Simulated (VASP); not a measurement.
# OH2 in VASP: a series of runs

OH2 is run at these levels: PBE+D3(BJ); tasks: single point, relaxation of the atoms.

Everything below comes from runs of VASP 6.6.1. Logs are shortened: lines on timing, memory, paths and dates and some standing lists are left out, and cuts for length are marked.

## Step 1: The cell of the first run

The cell holds a molecule in a box, 3 atoms: a = 14.000 Å, b = 14.500 Å, c = 15.000 Å, α = 90.00°, β = 90.00°, γ = 90.00°.

## Step 2: Single point, PBE+D3(BJ)

Input file INCAR:

```
ALGO     = Normal         # electronic algorithm
EDIFF    = 1E-6           # SCF threshold, eV
ENCUT    = 520            # plane-wave cutoff, eV
GGA      = PE             # functional
GGA_COMPAT= F            
ISIF     = 2              # what is computed and relaxed
ISMEAR   = 0              # smearing method
ISYM     = 0            
IVDW     = 12             # dispersion correction
LASPH    = T              # aspherical terms in the spheres
LCHARG   = T              # write CHGCAR
LELF     = T              # ELF
LREAL    = F              # projectors in reciprocal space
LVHAR    = T            
LWAVE    = F              # write WAVECAR
NBANDS   = 11             # bands
NELM     = 120            # most SCF steps
NELMDL   = -8           
PREC     = Accurate       # precision mode
SIGMA    = 0.005          # smearing width, eV
```

Input file KPOINTS:

```
k-points
0
Gamma
  1 1 1
```

Input file POSCAR:

```
H2O
1.0
   14.0000000000      0.0000000000      0.0000000000
    0.0000000000     14.5000000000      0.0000000000
    0.0000000000      0.0000000000     15.0000000000
O H
1 2
Direct
    0.5015706028      0.5213925750      0.5003032802
    0.4455958943      0.4820348598      0.4991661974
    0.5546940187      0.4785039097      0.5008392412
```

Potentials or basis: VASP PAW PBE potentials, release 64 (O, H).

On the command line:

```sh
$ cat potpaw_PBE.64/O/POTCAR potpaw_PBE.64/H/POTCAR > POTCAR
$ mpirun -np 1 vasp_gam > vasp.out
```

OUTCAR:

```text
EDIFF = 1E-6
   ENCUT = 520
   GGA = PE
   ISIF = 2
   ISMEAR = 0
   ISYM = 0
   IVDW = 12
   LASPH = T
   LREAL = F
   NELM = 120
   NELMDL = -8
   PREC = Accurate
 IVDW          = 12

 ion  position               nearest neighbor table
   1  0.502  0.521  0.500-   3 0.97   2 0.97
   2  0.446  0.482  0.499-   1 0.97
   3  0.555  0.479  0.501-   1 0.97

IMPORTANT INFORMATION: All symmetrisations will be switched off!
NOSYMM: (Re-)initialisation of all symmetry stuff for point group C_1.

----------------------------------------------------------------------------------------

                                     Primitive cell

  volume of cell :    3045.0000

  direct lattice vectors                    reciprocal lattice vectors
    14.000000000  0.000000000  0.000000000     0.071428571  0.000000000  0.000000000
     0.000000000 14.500000000  0.000000000     0.000000000  0.068965517  0.000000000
     0.000000000  0.000000000 15.000000000     0.000000000  0.000000000  0.066666667

  length of vectors
    14.000000000 14.500000000 15.000000000     0.071428571  0.068965517  0.066666667

  position of ions in fractional coordinates (direct lattice)
     0.501570603  0.521392575  0.500303280
     0.445595894  0.482034860  0.499166197
     0.554694019  0.478503910  0.500839241

  ion indices of the primitive-cell ions
   primitive index   ion index
                 1           1
                 2           2
                 3           3

----------------------------------------------------------------------------------------

 KPOINTS: k-points

Automatic generation of k-mesh.
 Grid dimensions read from file:
 generate k-points for:    1    1    1

 Generating k-lattice:

  Cartesian coordinates                     Fractional coordinates (reciprocal lattice)
     0.071428571  0.000000000  0.000000000     1.000000000  0.000000000  0.000000000
     0.000000000  0.068965517  0.000000000     0.000000000  1.000000000  0.000000000
     0.000000000  0.000000000  0.066666667     0.000000000  0.000000000  1.000000000

  Length of vectors
     0.071428571  0.068965517  0.066666667

  Shift w.r.t. Gamma in fractional coordinates (k-lattice)
     0.000000000  0.000000000  0.000000000

 Subroutine IBZKPT returns following result:
 ===========================================

 Found      1 irreducible k-points:

 Following reciprocal coordinates:
            Coordinates               Weight
  0.000000  0.000000  0.000000      1.000000
   k-points           NKPTS =      1   k-points in BZ     NKDIM =      1   number of bands    NBANDS=     11
   number of dos      NEDOS =    301   number of ions     NIONS =      3
   total plane-waves  NPLWV = ******
   dimension x,y,z NGX =   108 NGY =  108 NGZ =  112
   dimension x,y,z NGXF=   216 NGYF=  216 NGZF=  224
   ions per type =               1   2
   NGX,Y,Z   is equivalent  to a cutoff of  12.82, 12.38, 12.41 a.u.
   NGXF,Y,Z  is equivalent  to a cutoff of  25.65, 24.76, 24.83 a.u.
 SYSTEM =  unknown system
   PREC   = accura    normal or accurate (medium, high low for compatibility)
   ISTART =      0    job   : 0-new  1-cont  2-samecut
   ICHARG =      2    charge: 1-file 2-atom 10-const
   ISPIN  =      1    spin polarized calculation?
   LNONCOLLINEAR =      F non collinear calculations
   LSORBIT =      F    spin-orbit coupling
   LASPH  =      T    aspherical Exc in radial PAW
   ENCUT  =  520.0 eV  38.22 Ry    6.18 a.u.  26.03 26.96 27.89*2*pi/ulx,y,z
   NELM   =    120;   NELMIN=  2; NELMDL= -8     # of ELM steps
   EDIFF  = 0.1E-05   stopping-criterion for ELM
   LREAL  =      F    real-space projection
   EDIFFG = 0.1E-04   stopping-criterion for IOM
   NSW    =      0    number of steps for IOM
   IBRION =     -1    ionic relax: 0-MD 1-quasi-New 2-CG
   NFREE  =      0    steps in history (QN), initial steepest desc. (CG)
   ISIF   =      2    stress and relaxation
   ISYM   =      0    0-nonsym 1-usesym 2-fastsym
   POTIM  = 0.5000    time-step for ionic-motion
   TEBEG  =    0.0;   TEEND  =   0.0 temperature during run
   PSTRESS=    0.0 pullay stress
   NELECT =       8.0000    total number of electrons
   NUPDOWN=      -1.0000    fix difference up-down
   EMIN   =  10.00;   EMAX   =-10.00  energy-range for DOS
   EFERMI =   0.00;   METHOD = LEGACY
   ISMEAR =     0;   SIGMA  =   0.01  broadening in eV -4-tet -1-fermi 0-gaus
   EFERMI_NEDOS =   21; number of points for ismear=-14 and -15
   IALGO  =     38    algorithm
   IMIX   =      4    mixing-type and parameters
     AMIX     =   0.40;   BMIX     =  1.00
     AMIX_MAG =   1.60;   BMIX_MAG =  1.00
  volume/ion in A,a.u.               =    1015.00      6849.56
  Fermi-wavevector in a.u.,A,eV,Ry     =   0.225896  0.426882  0.694293  0.051029
  Thomas-Fermi vector in A             =   1.013464
   LORBIT       =      0    0 simple, 1 ext, 2 COOP (PROOUT), +10 PAW based schemes
   GGA     = PE    functional components
   LHFCALC =     F    Hartree Fock is set to
   AEXX    =    0.0000 exact exchange contribution
   IVDW    =    12    specifies the selected vdW correction
   LEPSILON=     F    determine dielectric tensor
   LRPA    =     F    only Hartree local field effects (RPA)
 non-spin polarized calculation
 Gauss-broadening in eV      SIGMA  =   0.01
  energy-cutoff  :      520.00
  volume of cell :     3045.00
 maximum number of plane-waves:     40942
 NGX is ok and might be reduce to   108
   NGX = 53   NGY = 53   NGZ = 55

 number of electron       7.9999996 magnetization

 Free energy of the ion-electron system (eV)
  ---------------------------------------------------
  ext. energy  EPLUGINS =         0.00000000
  ---------------------------------------------------
  free energy    TOTEN  =       -14.23181396 eV

  energy without entropy =      -14.23181396  energy(sigma->0) =      -14.23181396

 E-fermi :  -7.1183     XC(G=0):  -0.1987

 val. band max:       -7.1915308559   @ k =   0.0000   0.0000   0.0000
 cond. band min:      -0.9596461412   @ k =   0.0000   0.0000   0.0000
 fundamental gap:      6.2318847147
 Fermi energy:        -7.1182933977

 k-point     1 :       0.0000    0.0000    0.0000
  band No.  band energies     occupation
      1     -25.2981      2.00000
      2     -13.0585      2.00000
      3      -9.2658      2.00000
      4      -7.1915      2.00000
      5      -0.9596      0.00000
      6       0.1193      0.00000
      7       0.4160      0.00000
      8       0.5292      0.00000
      9       0.5928      0.00000
     10       0.6715      0.00000
     11       0.7133      0.00000

------------------------ aborting loop because EDIFF is reached ----------------------------------------

 Edisp (eV)   -0.00979

 E8    (eV) :    -0.0023

  FORCE on cell =-STRESS in cart. coord.  units (eV):
  Direction    XX          YY          ZZ          XY          YZ          ZX
  --------------------------------------------------------------------------------------
  -------------------------------------------------------------------------------------
  Total       0.13502    -0.01325    -0.06036    -0.00632     0.00028     0.00314
  in kB       0.07104    -0.00697    -0.03176    -0.00332     0.00015     0.00165
  external pressure =        0.01 kB  Pullay stress =        0.00 kB

 VOLUME and BASIS-vectors are now :
 -----------------------------------------------------------------------------
  energy-cutoff  :      520.00
  volume of cell :     3045.00
      direct lattice vectors                 reciprocal lattice vectors
    14.000000000  0.000000000  0.000000000     0.071428571  0.000000000  0.000000000
     0.000000000 14.500000000  0.000000000     0.000000000  0.068965517  0.000000000
     0.000000000  0.000000000 15.000000000     0.000000000  0.000000000  0.066666667

 POSITION                                       TOTAL-FORCE (eV/Angst)
 -----------------------------------------------------------------------------------
      7.02199      7.56019      7.50455        -0.000123      0.086665      0.000980
      6.23834      6.98951      7.48749        -0.124870     -0.038016     -0.002647
      7.76572      6.93831      7.51259         0.124993     -0.048649      0.001666
 -----------------------------------------------------------------------------------
    total drift:                               -0.000358     -0.000063      0.000524

  FREE ENERGIE OF THE ION-ELECTRON SYSTEM (eV)
  ---------------------------------------------------
  free  energy   TOTEN  =       -14.2416083808 eV

  energy  without entropy=      -14.2416083808  energy(sigma->0) =      -14.24160838
```

Run time: 3.2 min. Hardware: 1 thread of Intel Xeon Platinum 8488C (Sapphire Rapids), shared host; peak memory 1.8 GiB.

Results:

* Free energy: -14.2416 eV
* Largest force: 0.134 eV/Å
* Gap between the frontier levels: 6.23 eV
* Dispersion energy per atom: -0.003 eV

Forces in eV/Å, atoms in the order of the input:
```
O    0.000  0.087  0.001
H   -0.125 -0.038 -0.003
H    0.125 -0.049  0.002
```

## Step 3: Relaxation of the atoms, PBE+D3(BJ)

Input file INCAR:

```
SYSTEM = H2O
PREC     = Accurate       ! precision mode
ENCUT    = 520            ! plane-wave cutoff, eV
EDIFF    = 1E-7           ! SCF threshold, eV
ISMEAR   = 0              ! smearing method
SIGMA    = 0.005          ! smearing width, eV
LREAL    = .FALSE.        ! projectors in reciprocal space
LASPH    = .TRUE.         ! aspherical terms in the spheres
NELM     = 120            ! most SCF steps
ALGO     = Normal         ! electronic algorithm
ISIF     = 2              ! what is computed and relaxed
LWAVE    = .FALSE.        ! write WAVECAR
LCHARG   = .FALSE.        ! write CHGCAR
GGA      = PE             ! functional
IVDW     = 12             ! dispersion correction
IBRION   = 2              ! ionic algorithm
NSW      = 100            ! ionic steps
EDIFFG   = -0.01          ! ionic threshold
ISYM     = 0            
GGA_COMPAT= .FALSE.      
NELMIN   = 4            
NELMDL   = -8
```

Input file KPOINTS:

```
Automatic mesh
0
G
  1 1 1
  0 0 0
```

Input file POSCAR:

```
H2O
1.0
   14.0000000000      0.0000000000      0.0000000000
    0.0000000000     14.5000000000      0.0000000000
    0.0000000000      0.0000000000     15.0000000000
O H
1 2
Direct
    0.5018605159      0.5215357502      0.5003087187
    0.4430756149      0.4819313445      0.4991264741
    0.5569243851      0.4784642498      0.5008735259
```

Potentials or basis: VASP PAW PBE potentials, release 64 (O, H).

On the command line:

```sh
$ cat potpaw_PBE.64/O/POTCAR potpaw_PBE.64/H/POTCAR > POTCAR
$ mpirun -np 1 vasp_gam > vasp.out
```

Run time: 16 min. Hardware: 1 thread of Intel Xeon Platinum 8488C (Sapphire Rapids), shared host; peak memory 1.8 GiB.

Results (log left out):

```yaml
Free_energy: -14.2421 eV
Energy_gained_by_relaxing: 12.2 meV/atom
Ionic_steps: 8
Gap_between_the_frontier_levels: 6.22 eV
Dispersion_energy_per_atom: -0.003 eV
```

Forces in eV/Å, atoms in the order of the input:
```
O   -0.003  0.000  0.000
H    0.001  0.001  0.000
H    0.002 -0.001  0.000
```

The path:
| step | energy change (eV) | largest force (eV/Å) | pressure (GPa) |
| --- | --- | --- | --- |
| 1 | 0.0000 | 1.4550 | -0.05 |
| 2 | 0.2323 | 5.6102 | 0.12 |
| 3 | -0.0318 | 0.2706 | -0.01 |
| 4 | -0.0318 | 0.2772 | -0.01 |
| 5 | -0.0343 | 0.4842 | 0.00 |
| 6 | -0.0346 | 0.3639 | 0.00 |
| 7 | -0.0365 | 0.1018 | 0.00 |
| 8 | -0.0367 | 0.0028 | 0.00 |

Final structure:
```
CELL_PARAMETERS angstrom
14.00000 0.00000 0.00000
0.00000 14.50000 0.00000
0.00000 0.00000 15.00000
ATOMIC_POSITIONS crystal
O 0.50157 0.52132 0.50030
H 0.44530 0.48208 0.49916
H 0.55499 0.47854 0.50084
```

Levels at points of the mesh, in eV from the valence-band top:
```
           k point  band 1  band 2  band 3  band 4  band 5  band 6  band 7  band 8
(0.00, 0.00, 0.00)  -18.08   -5.88   -2.06    0.00    6.22    7.31    7.59    7.71
```
